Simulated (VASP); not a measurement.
Runs of VASP 6.6.1 on BaS. It takes space group F-43m (No. 216, cubic). The conventional cell has a = 7.039 Å, b = 7.039 Å, c = 7.039 Å, α = 90.00°, β = 90.00°, γ = 90.00°. Ba (site symmetry -43m) has 4 S at 3.05 Å within 4.0 Å. S (site symmetry -43m) has 4 Ba at 3.05 Å within 4.0 Å. 

```csv
task,level,cell,k mesh,cutoff (eV),smearing,grid for exact exchange (PRECFOCK),share of exact exchange,screening parameter,gap on the mesh (eV),pressure (GPa)
single point,r2SCANh,as given,4 × 4 × 4,520,gaussian 0.01 eV,Normal,0.1,-,3.64,0.3
dielectric tensor,r2SCAN,as given,6 × 6 × 6,520,gaussian 0.01 eV,-,-,-,(b),-
single point,r2SCAN0,as given,4 × 4 × 4,520,gaussian 0.01 eV,Normal,0.25,-,4.48,0.2
relaxation of cell and atoms,HSE06,relaxed,4 × 4 × 4,600,fermi-dirac 0.02 eV,Normal,0.25,0.2079 1/Å,(a),0.0
```

Alike in all rows: potentials or basis VASP PAW PBE potentials, release 64 (Ba_sv, S); no spin polarisation.

**Question.** Estimate the missing entries.

**Answer.** (a) 3.63; (b) 3.08.

Caveats: the PAW data sets were made with another functional, which shifts forces and pressure a little; spin-orbit coupling is left out, which moves the levels of the heavy elements.

A k mesh can miss the band edges, and the runs leave out spin-orbit coupling on Ba.
